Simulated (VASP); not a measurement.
V:

```xyz
2
Lattice="0.0000 2.5306 2.5306 2.5306 0.0000 2.5306 2.5306 2.5306 0.0000" Properties=species:S:1:pos:R:3 pbc="T T T"
V    -0.6326   -0.6326   -0.6326
V     0.6326    0.6326    0.6326
```

This isn't the form of V at room conditions, which is bcc.

| Item | Value |
| --- | --- |
| Program | VASP 6.6.1 |
| Task | relaxation of cell and atoms |
| Functional | PBEsol |
| Potentials or basis | VASP PAW PBE potentials, release 64 (V_sv) |
| Cutoff | 600 eV |
| k mesh | 14 × 14 × 14 |
| Occupations | fermi-dirac, width 0.08 eV |
| Spin | no spin polarisation |

At the start: pressure 7.4 GPa; volume 16.20 Å³/atom.

Question: How do energy, volume and symmetry change on relaxing?

Answer: Over 7 steps the energy falls by 30.9 meV/atom and the volume is 17.63 Å³/atom (+8.8 %); space group Fd-3m (No. 227, to 0.1 Å) before and after.

The path:
| step | energy change (eV) | largest force (eV/Å) | pressure (GPa) | volume (Å³) |
| --- | --- | --- | --- | --- |
| 1 | 0.0000 | 0.0000 | 7.44 | 32.41 |
| 2 | -0.0576 | 0.0000 | -1.64 | 36.07 |
| 3 | -0.0617 | 0.0000 | 0.08 | 35.25 |
| 4 | -0.0617 | 0.0000 | -0.16 | 35.31 |
| 5 | -0.0617 | 0.0000 | 0.20 | 35.22 |
| 6 | -0.0617 | 0.0000 | -0.05 | 35.26 |
| 7 | -0.0617 | 0.0000 | 0.03 | 35.25 |

Final structure:
```cif
data_structure
_symmetry_space_group_name_H-M 'P 1'
_symmetry_Int_Tables_number 1
_cell_length_a 3.6805
_cell_length_b 3.6805
_cell_length_c 3.6805
_cell_angle_alpha 60.000
_cell_angle_beta 60.000
_cell_angle_gamma 60.000
_cell_volume 35.25
loop_
_atom_site_label
_atom_site_type_symbol
_atom_site_fract_x
_atom_site_fract_y
_atom_site_fract_z
_atom_site_occupancy
V1 V 0.87500 0.87500 0.87500 1
V2 V 0.12500 0.12500 0.12500 1
```

Caveat: the PAW data sets were made with another functional, which shifts forces and pressure a little.
